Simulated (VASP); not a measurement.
AlAu: single point with r2SCAN

AlAu:

```
Al Au
1.0
     3.16929    0.00000    0.00000
     0.00000    3.16929    0.00000
     0.00000    0.00000    3.16929
Al Au
1 1
Cartesian
  0.0000 0.0000 0.0000
  1.5846 1.5846 1.5846
```

```yaml
Program: VASP 6.6.1
Task: single point
Functional: r2SCAN
Potentials_or_basis: VASP PAW PBE potentials, release 64 (Al, Au)
Cutoff: 520 eV
k_mesh: 9 × 9 × 9
Occupations: fermi-dirac, width 0.1 eV
Spin: no spin polarisation
Dipole_correction: no
Further_INCAR_settings: ALGO = Normal; EDIFF = 1e-06; NBANDS = 14
```

* Pressure: 1.3 GPa
* Band gap on the k mesh: zero (band 7 reaches 13.34 eV, above the bottom of band 8 at 9.44 eV)

Levels at points of the mesh, in eV from the Fermi level:
```tsv
k point	band 5	band 6	band 7	band 8	band 9	band 10
(0.00, 0.00, 0.00)	-5.26	-5.26	2.95	2.95	2.95	7.67
```

It took 56 s on 1 thread of AMD EPYC 7R13 Processor (Zen 3), on a shared host, peak memory 0.12 GiB.

Caveat: the PAW data sets were made with another functional, which shifts forces and pressure a little; spin-orbit coupling is left out, which moves the levels of the heavy elements.
